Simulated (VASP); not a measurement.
# Al27SiH4 in VASP: single point with PBE

Aim: the single point of Al27SiH4 with PBE.

Everything below comes from runs of VASP 6.6.1. Logs are shortened: lines on timing, memory, paths and dates and some standing lists are left out, and cuts for length are marked.

### 1 The cell of the first run

The cell holds a slab with vacuum, 32 atoms: a = 8.591 Å, b = 8.591 Å, c = 17.050 Å, α = 90.00°, β = 90.00°, γ = 90.00°.

### 2 Single point, PBE

The input, INCAR:

```
ALGO = Normal
EDIFF = 1E-6
ENCUT = 400
GGA = PE
GGA_COMPAT = False
ISIF = 2
ISMEAR = -1
LASPH = True
LCHARG = False
LREAL = Auto
LWAVE = False
NBANDS = 66
NELM = 120
NELMDL = -8
PREC = Accurate
SIGMA = 0.05
```

The input, KPOINTS:

```
k-points
0
Gamma
  3 3 1
```

The input, POSCAR:

```
Al27SiH4
1.0
    8.5913470000      0.0000000000      0.0000000000
    0.0000000000      8.5913470000      0.0000000000
    0.0000000000      0.0000000000     17.0500000000
Al Si H
27 1 4
Direct
    0.0000000000      0.0000000000      0.0586510000
    0.3333333000      0.0000000000      0.0586510000
    0.6666667000      0.0000000000      0.0586510000
    0.0000000000      0.3333333000      0.0586510000
    0.3333333000      0.3333333000      0.0586510000
    0.6666667000      0.3333333000      0.0586510000
    0.0000000000      0.6666667000      0.0586510000
    0.3333333000      0.6666667000      0.0586510000
    0.6666667000      0.6666667000      0.0586510000
    0.1667107790      0.1666891862      0.1828780623
    0.5000195387      0.1666917259      0.1828690937
    0.8333591111      0.1666652725      0.1828937209
    0.1667065514      0.5000035571      0.1828791898
    0.5000198828      0.4999977559      0.1828712005
    0.8333612923      0.5000091364      0.1828888460
    0.1666858550      0.8333452931      0.1828974130
    0.5000294409      0.8333456814      0.1828844902
    0.8333653511      0.8333464025      0.1829063951
    0.0000177255     -0.0000019497      0.3072009020
    0.3333786071     -0.0000005243      0.3071061549
    0.6667277446      0.0000154662      0.3071565306
    0.0000042432      0.3333653710      0.3071183939
    0.3333342133      0.3333432274      0.3070925567
    0.6666957971      0.3333715583      0.3070988790
    0.0000181474      0.6667141274      0.3072111724
    0.3333762121      0.6666933710      0.3071098633
    0.6667242642      0.6667172841      0.3071426237
    0.8396242428      0.8470159084      0.5611815149
    0.9154115492      0.7027048828      0.5309769691
    0.9267373488      0.9859248541      0.5323334021
    0.6757893109      0.8541104019      0.5323640481
    0.8405240864      0.8453333840      0.6487113814
```

Potentials or basis: VASP PAW PBE potentials, release 64 (Al, Si, H).

On the command line:

```
$ cat potpaw_PBE.64/Al/POTCAR potpaw_PBE.64/Si/POTCAR potpaw_PBE.64/H/POTCAR > POTCAR
$ mpirun -np 1 vasp_std > vasp.out
```

OUTCAR:

```text
EDIFF = 1E-6
   ENCUT = 400
   GGA = PE
   ISIF = 2
   ISMEAR = -1
   LASPH = True
   LREAL = Auto
   NELM = 120
   NELMDL = -8
   PREC = Accurate

 ion  position               nearest neighbor table
   1  0.000  0.000  0.059-   2 2.86   3 2.86   4 2.86   7 2.86  12 2.93  18 2.93  16 2.93  10 2.93

   2  0.333  0.000  0.059-   1 2.86   5 2.86   8 2.86   3 2.86  10 2.93  11 2.93  16 2.93  17 2.93

   3  0.667  0.000  0.059-   1 2.86   6 2.86   9 2.86   2 2.86  17 2.93  11 2.93  12 2.93  18 2.93

   4  0.000  0.333  0.059-   1 2.86   5 2.86   6 2.86   7 2.86  15 2.93  12 2.93  10 2.93  13 2.93

   5  0.333  0.333  0.059-   2 2.86   4 2.86   6 2.86   8 2.86  10 2.93  13 2.93  11 2.93  14 2.93

   6  0.667  0.333  0.059-   3 2.86   4 2.86   5 2.86   9 2.86  11 2.93  14 2.93  15 2.93  12 2.93
[... 37 lines left out ...]
  25  0.000  0.667  0.307-  19 2.86  27 2.86  22 2.86  26 2.86  18 2.93  16 2.93  15 2.93  13 2.93

  26  0.333  0.667  0.307-  20 2.86  27 2.86  23 2.86  25 2.86  16 2.93  17 2.93  13 2.93  14 2.93

  27  0.667  0.667  0.307-  25 2.86  21 2.86  24 2.86  26 2.86  18 2.93  17 2.93  15 2.93  14 2.93

  28  0.840  0.847  0.561-  30 1.49  29 1.49  31 1.49  32 1.49
  29  0.915  0.703  0.531-  28 1.49
  30  0.927  0.986  0.532-  28 1.49
  31  0.676  0.854  0.532-  28 1.49
  32  0.841  0.845  0.649-  28 1.49

  LATTYP: Found a simple tetragonal cell.
 ALAT       =     8.5913470000
 C/A-ratio  =     1.9845549249

  Lattice vectors:

 A1 = (   8.5913470000,   0.0000000000,   0.0000000000)
 A2 = (   0.0000000000,   8.5913470000,   0.0000000000)
 A3 = (   0.0000000000,   0.0000000000,  17.0500000000)

Analysis of symmetry for initial positions (statically):
=====================================================================
 Subroutine PRICEL returns:
 Original cell was already a primitive cell.

 Routine SETGRP: Setting up the symmetry group for a
 simple tetragonal supercell.

 Subroutine GETGRP returns: Found  1 space group operations
 (whereof  1 operations were pure point group operations)
 out of a pool of 16 trial point group operations.

The static configuration has the point symmetry C_1 .

Analysis of symmetry for dynamics (positions and initial velocities):
=====================================================================
 Subroutine PRICEL returns:
 Original cell was already a primitive cell.

 Routine SETGRP: Setting up the symmetry group for a
 simple tetragonal supercell.

 Subroutine GETGRP returns: Found  1 space group operations
 (whereof  1 operations were pure point group operations)
 out of a pool of 16 trial point group operations.

The dynamic configuration has the point symmetry C_1 .

 Subroutine INISYM returns: Found  1 space group operations
 (whereof  1 operations are pure point group operations),
 and found     1 'primitive' translations

----------------------------------------------------------------------------------------

                                     Primitive cell

  volume of cell :    1258.4817

  direct lattice vectors                    reciprocal lattice vectors
     8.591347000  0.000000000  0.000000000     0.116396183  0.000000000  0.000000000
     0.000000000  8.591347000  0.000000000     0.000000000  0.116396183  0.000000000
     0.000000000  0.000000000 17.050000000     0.000000000  0.000000000  0.058651026

  length of vectors
     8.591347000  8.591347000 17.050000000     0.116396183  0.116396183  0.058651026

  position of ions in fractional coordinates (direct lattice)
     0.000000000  0.000000000  0.058651000
     0.333333300  0.000000000  0.058651000
     0.666666700  0.000000000  0.058651000
     0.000000000  0.333333300  0.058651000
     0.333333300  0.333333300  0.058651000
     0.666666700  0.333333300  0.058651000
[... 24 lines left out ...]
     0.675789311  0.854110402  0.532364048
     0.840524086  0.845333384  0.648711381

  ion indices of the primitive-cell ions
   primitive index   ion index
                 1           1
                 2           2
                 3           3
                 4           4
                 5           5
                 6           6
[... 24 lines left out ...]
                31          31
                32          32

----------------------------------------------------------------------------------------

 KPOINTS: k-points

Automatic generation of k-mesh.
 Grid dimensions read from file:
 generate k-points for:    3    3    1

 Generating k-lattice:

  Cartesian coordinates                     Fractional coordinates (reciprocal lattice)
     0.038798728  0.000000000  0.000000000     0.333333333  0.000000000  0.000000000
     0.000000000  0.038798728  0.000000000     0.000000000  0.333333333  0.000000000
     0.000000000  0.000000000  0.058651026     0.000000000  0.000000000  1.000000000

  Length of vectors
     0.038798728  0.038798728  0.058651026

  Shift w.r.t. Gamma in fractional coordinates (k-lattice)
     0.000000000  0.000000000  0.000000000

 Subroutine IBZKPT returns following result:
 ===========================================

 Found      5 irreducible k-points:

 Following reciprocal coordinates:
            Coordinates               Weight
  0.000000  0.000000  0.000000      1.000000
  0.333333  0.000000  0.000000      2.000000
  0.000000  0.333333  0.000000      2.000000
  0.333333  0.333333  0.000000      2.000000
 -0.333333  0.333333  0.000000      2.000000
   k-points           NKPTS =      5   k-points in BZ     NKDIM =      5   number of bands    NBANDS=     66
   number of dos      NEDOS =    301   number of ions     NIONS =     32
   total plane-waves  NPLWV = 351232
   dimension x,y,z NGX =    56 NGY =   56 NGZ =  112
   dimension x,y,z NGXF=   112 NGYF=  112 NGZF=  224
   ions per type =              27   1   4
   NGX,Y,Z   is equivalent  to a cutoff of  10.84, 10.84, 10.92 a.u.
   NGXF,Y,Z  is equivalent  to a cutoff of  21.67, 21.67, 21.84 a.u.
 SYSTEM =  unknown system
   PREC   = accura    normal or accurate (medium, high low for compatibility)
   ISTART =      0    job   : 0-new  1-cont  2-samecut
   ICHARG =      2    charge: 1-file 2-atom 10-const
   ISPIN  =      1    spin polarized calculation?
   LNONCOLLINEAR =      F non collinear calculations
   LSORBIT =      F    spin-orbit coupling
   LASPH  =      T    aspherical Exc in radial PAW
   ENCUT  =  400.0 eV  29.40 Ry    5.42 a.u.  14.01 14.01 27.80*2*pi/ulx,y,z
   NELM   =    120;   NELMIN=  2; NELMDL= -8     # of ELM steps
   EDIFF  = 0.1E-05   stopping-criterion for ELM
   LREAL  =      T    real-space projection
   EDIFFG = 0.1E-04   stopping-criterion for IOM
   NSW    =      0    number of steps for IOM
   IBRION =     -1    ionic relax: 0-MD 1-quasi-New 2-CG
   NFREE  =      0    steps in history (QN), initial steepest desc. (CG)
   ISIF   =      2    stress and relaxation
   ISYM   =      2    0-nonsym 1-usesym 2-fastsym
   POTIM  = 0.5000    time-step for ionic-motion
   TEBEG  =    0.0;   TEEND  =   0.0 temperature during run
   PSTRESS=    0.0 pullay stress
   NELECT =      89.0000    total number of electrons
   NUPDOWN=      -1.0000    fix difference up-down
   EMIN   =  10.00;   EMAX   =-10.00  energy-range for DOS
   EFERMI =   0.00;   METHOD = LEGACY
   ISMEAR =    -1;   SIGMA  =   0.05  broadening in eV -4-tet -1-fermi 0-gaus
   EFERMI_NEDOS =   21; number of points for ismear=-14 and -15
   IALGO  =     38    algorithm
   IMIX   =      4    mixing-type and parameters
     AMIX     =   0.40;   BMIX     =  1.00
     AMIX_MAG =   1.60;   BMIX_MAG =  1.00
  volume/ion in A,a.u.               =      39.33       265.40
  Fermi-wavevector in a.u.,A,eV,Ry     =   0.677001  1.279346  6.235960  0.458330
  Thomas-Fermi vector in A             =   1.754480
   LORBIT       =      0    0 simple, 1 ext, 2 COOP (PROOUT), +10 PAW based schemes
   GGA     = PE    functional components
   LHFCALC =     F    Hartree Fock is set to
   AEXX    =    0.0000 exact exchange contribution
   IVDW    =     0    specifies the selected vdW correction
   LEPSILON=     F    determine dielectric tensor
   LRPA    =     F    only Hartree local field effects (RPA)
 non-spin polarized calculation
  energy-cutoff  :      400.00
  volume of cell :     1258.48
 maximum number of plane-waves:     22898
   NGX = 29   NGY = 29   NGZ = 55

 number of electron      89.0000004 magnetization

 Free energy of the ion-electron system (eV)
  ---------------------------------------------------
  ext. energy  EPLUGINS =         0.00000000
  ---------------------------------------------------
  free energy    TOTEN  =      -111.12297954 eV

  energy without entropy =     -111.02038218  energy(sigma->0) =     -111.07168086

 E-fermi :   0.5142     XC(G=0):  -5.2795

 val. band max:        0.4381370623   @ k =   0.0000   0.0000   0.0000
 cond. band min:       0.6321451920   @ k =   0.0000   0.3333   0.0000
 fundamental gap:      0.1940081296
 Fermi energy:         0.5142190605

 k-point     1 :       0.0000    0.0000    0.0000
  band No.  band energies     occupation
      1      -9.7909      2.00000
      2      -8.7444      2.00000
      3      -7.8070      2.00000
      4      -7.8068      2.00000
      5      -7.8064      2.00000
      6      -7.8063      2.00000
[... 48 lines left out ...]
     55       1.2156      0.00000
     56       1.2163      0.00000

 k-point     2 :       0.3333    0.0000    0.0000
  band No.  band energies     occupation
      1      -9.5691      2.00000
      2      -8.9060      2.00000
      3      -8.7437      2.00000
      4      -7.5880      2.00000
      5      -7.5875      2.00000
      6      -7.4700      2.00000
[... 48 lines left out ...]
     55       1.5682      0.00000
     56       1.6824      0.00000

 k-point     3 :       0.0000    0.3333    0.0000
  band No.  band energies     occupation
      1      -9.5691      2.00000
      2      -8.9060      2.00000
      3      -8.7437      2.00000
      4      -7.5880      2.00000
      5      -7.5874      2.00000
      6      -7.4700      2.00000
[... 48 lines left out ...]
     55       1.5682      0.00000
     56       1.6825      0.00000

 k-point     4 :       0.3333    0.3333    0.0000
  band No.  band energies     occupation
      1      -9.3476      2.00000
      2      -8.7457      2.00000
      3      -8.6850      2.00000
      4      -8.6833      2.00000
      5      -8.0255      2.00000
      6      -7.2509      2.00000
[... 48 lines left out ...]
     55       1.8851      0.00000
     56       1.8887      0.00000

 k-point     5 :      -0.3333    0.3333    0.0000
  band No.  band energies     occupation
      1      -9.3476      2.00000
      2      -8.7457      2.00000
      3      -8.6850      2.00000
      4      -8.6832      2.00000
      5      -8.0255      2.00000
      6      -7.2509      2.00000
[... 48 lines left out ...]
     55       1.8851      0.00000
     56       1.8887      0.00000
 [bands above 56 left out]

------------------------ aborting loop because EDIFF is reached ----------------------------------------

  FORCE on cell =-STRESS in cart. coord.  units (eV):
  Direction    XX          YY          ZZ          XY          YZ          ZX
  --------------------------------------------------------------------------------------
  -------------------------------------------------------------------------------------
  Total      -22.4511115    -22.4496072     -0.3214980      0.0003598     -0.0002193     -0.0008279
  in kB      -28.5825864    -28.5806713     -0.4093002      0.0004580     -0.0002792     -0.0010541
  external PRESSURE =     -19.1908526 kB  Pullay stress =       0.0000000 kB

 VOLUME and BASIS-vectors are now :
 -----------------------------------------------------------------------------
  energy-cutoff  :      400.00
  volume of cell :     1258.48
      direct lattice vectors                 reciprocal lattice vectors
     8.591347000  0.000000000  0.000000000     0.116396183  0.000000000  0.000000000
     0.000000000  8.591347000  0.000000000     0.000000000  0.116396183  0.000000000
     0.000000000  0.000000000 17.050000000     0.000000000  0.000000000  0.058651026

 POSITION                                       TOTAL-FORCE (eV/Angst)
 -----------------------------------------------------------------------------------
      0.00000      0.00000      1.00000        -0.000405     -0.000713      0.001013
      2.86378      0.00000      1.00000        -0.000586     -0.001027      0.001122
      5.72756      0.00000      1.00000         0.001442     -0.000732      0.001566
      0.00000      2.86378      1.00000        -0.000663     -0.000178      0.000973
      2.86378      2.86378      1.00000         0.000122      0.000590      0.001622
      5.72756      2.86378      1.00000         0.001035      0.000687      0.000604
[... 24 lines left out ...]
      5.80594      7.33796      9.07681         0.002864     -0.000113      0.003330
      7.22123      7.26255     11.06053         0.000236     -0.000106     -0.004419
 -----------------------------------------------------------------------------------
    total drift:                               -0.000176     -0.000641      0.000790

  FREE ENERGIE OF THE ION-ELECTRON SYSTEM (eV)
  ---------------------------------------------------
  free  energy   TOTEN  =      -111.1229795351 eV

  energy  without entropy=     -111.0203821834  energy(sigma->0) =     -111.07168086
```

It took 15 min on 1 thread of Intel Xeon 8259CL, shared host; peak memory 0.78 GiB.

Results:

```
Free energy            : -111.1230 eV
Largest force          : 0.004 eV/Å
Band gap on the k mesh : zero (an odd number of electrons rules out a gap without spin polarisation)
```

Forces in eV/Å, atoms in the order of the input:
```
Al   0.000 -0.001  0.001
Al  -0.001 -0.001  0.001
Al   0.001 -0.001  0.002
Al  -0.001  0.000  0.001
Al   0.000  0.001  0.002
Al   0.001  0.001  0.001
Al   0.000  0.001  0.002
Al   0.000  0.001  0.000
Al   0.001  0.000  0.001
Al  -0.001 -0.001  0.000
Al   0.000  0.000  0.001
Al   0.000  0.000  0.000
Al   0.000  0.000  0.001
Al   0.000  0.000  0.000
Al  -0.001  0.000  0.000
Al   0.000  0.000  0.000
Al   0.000 -0.001  0.000
Al   0.001  0.000 -0.001
Al   0.000  0.001 -0.001
Al  -0.001  0.000  0.000
Al   0.000  0.001 -0.002
Al   0.000 -0.001  0.000
Al   0.000  0.000 -0.002
Al   0.000  0.000 -0.002
Al   0.000  0.000 -0.001
Al   0.000 -0.001 -0.002
Al  -0.001 -0.001 -0.003
Si   0.000  0.000 -0.004
H   -0.001  0.002  0.004
H   -0.001 -0.002  0.004
H    0.003  0.000  0.003
H    0.000  0.000 -0.004
```

Levels at points of the mesh, in eV from the Fermi level:
| k point | band 43 | band 44 | band 45 | band 46 | band 47 | band 48 |
| --- | --- | --- | --- | --- | --- | --- |
| (0.00, 0.00, 0.00) | -0.64 | -0.63 | -0.08 | -0.08 | -0.08 | -0.08 |
